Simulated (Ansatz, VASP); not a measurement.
**N: VASP beside Ansatz**

INCAR

```
SYSTEM = N
PREC     = Accurate       ! precision mode
ENCUT    = 520            ! plane-wave cutoff, eV
EDIFF    = 1E-6           ! SCF threshold, eV
ISMEAR   = -1             ! smearing method
SIGMA    = 0.1            ! smearing width, eV
LREAL    = .False.        ! projectors in reciprocal space
LASPH    = .True.         ! aspherical terms in the spheres
NELM     = 100            ! most SCF steps
ALGO     = Normal         ! electronic algorithm
ISIF     = 2              ! what is computed and relaxed
LWAVE    = .False.        ! write WAVECAR
LCHARG   = .False.        ! write CHGCAR
GGA      = PS             ! functional
NBANDS   = 12             ! bands
```

Contents of KPOINTS:

```
regular mesh
0
Gamma
  8 8 7
  0 0 0
```

POSCAR

```
N
1.0
    2.6008029116      0.0000000000      0.0000000000
   -1.3004014558      2.2523608878      0.0000000000
    0.0000000000      0.0000000000      2.5249592270
N
2
Direct
    0.6666666667      0.3333333333      0.2500000000
    0.3333333333      0.6666666667      0.7500000000
```

Input for Ansatz:

```yaml
crystal:
  lattice:
    - [2.6008029116093154, 0.0, 0.0]
    - [-1.3004014558046577, 2.2523608877574803, 0.0]
    - [0.0, 0.0, 2.524959226966505]
  atoms:
    - { symbol: "N", position: [0.6666666666666666, 0.3333333333333333, 0.25] }
    - { symbol: "N", position: [0.3333333333333333, 0.6666666666666666, 0.75] }
accuracy: low
basis:
  ecutwfc: 500.0
kpoints:
  mp_grid:
    grid: [8, 8, 7]
hamiltonian:
  xc: pbesol
scf:
  occupations:
    method: fermi_dirac
    width: 0.1
output:
  stress: true
```

Alike in both runs: task single point; functional PBEsol; k mesh 8 × 8 × 7; occupations fermi-dirac, width 0.1 eV; no spin polarisation.

```csv
,VASP,Ansatz
version,VASP 6.6.1,Ansatz 0.2.0
potentials or method,"VASP PAW PBE potentials, release 64 (N), cutoff 520 eV","plane waves, PAW"
valence electrons in the cell,10,10
```

```tsv
	VASP	Ansatz	Ansatz less VASP
pressure (GPa)	-18.3	-18.3	+0.03
traceless stress, the component that is largest in VASP (GPa)	-10.24	-10.31	-0.066
```

VASP's potentials were made for PBE, not for PBEsol.
